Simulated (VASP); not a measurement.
Runs of VASP 6.6.1 on Si. It takes space group P6_3/mmc (No. 194, hexagonal). The conventional cell has a = 3.831 Å, b = 3.831 Å, c = 6.333 Å, α = 90.00°, β = 90.00°, γ = 120.00°. Within 3.1 Å of Si (site symmetry 3m) lie 4 Si at 2.35 to 2.37 Å. This isn't the form of Si at room conditions, which is diamond.

```tsv
level	potentials or basis	gap on the mesh (eV)	pressure (GPa)
revPBE	VASP PAW PBE potentials, release 64 (Si)	0.46	(b)
BLYP	VASP PAW PBE potentials, release 64 (Si)	0.66	(c)
RPBE	VASP PAW PBE potentials, release 64 (Si)	(a)	2.8
LDA	VASP PAW LDA potentials, release 64 (Si)	0.31	-2.0
```

Alike in all rows: task single point; no spin polarisation; cell as given; k mesh 8 × 8 × 4; cutoff (eV) 500; smearing fermi-dirac 0.1 eV.

Fill in the values left out.

(a) 0.48; (b) 2.4; (c) 4.6.

Caveats: the PAW data sets were made with another functional, which shifts forces and pressure a little (at least some runs); the cell stands under pressure (at least some runs).

A k mesh can miss the band edges.
